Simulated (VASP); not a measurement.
# Os: single point with PBE

Os:

```
Os
1.0
     0.00000    2.85046    2.85046
     2.85046    0.00000    2.85046
     2.85046    2.85046    0.00000
Os
2
Direct
  0.12500 0.12500 0.12500
  0.87500 0.87500 0.87500
```

This cell differs from its parent crystal: volume scaled by 1.08.

```
Program                : VASP 6.6.1
Task                   : single point
Functional             : PBE
Potentials or basis    : VASP PAW PBE potentials, release 64 (Os)
Cutoff                 : 520 eV
k mesh                 : 11 × 11 × 11
Occupations            : fermi-dirac, width 0.1 eV
Spin                   : no spin polarisation
Dipole correction      : no
Further INCAR settings : ALGO = Normal; EDIFF = 1e-06; NBANDS = 15
```

```
Pressure               : -14.0 GPa
Band gap on the k mesh : zero (band 8 reaches 4.01 eV, above the bottom of band 9 at 3.09 eV)
```

Levels at points of the mesh, in eV from the Fermi level:
```
           k point  band 4  band 5  band 6  band 7  band 8  band 9  band 10  band 11  band 12  band 13
(0.00, 0.00, 0.00)   -3.28   -3.28   -3.28   -0.51   -0.51   -0.51     2.19     2.19    10.88    10.93
```

Wall time 17 s on 1 thread of Intel(R) Xeon(R) 6975P-C (Granite Rapids) (shared host), peak memory 0.18 GiB.

Caveat: spin-orbit coupling is left out, which moves the levels of the heavy elements.
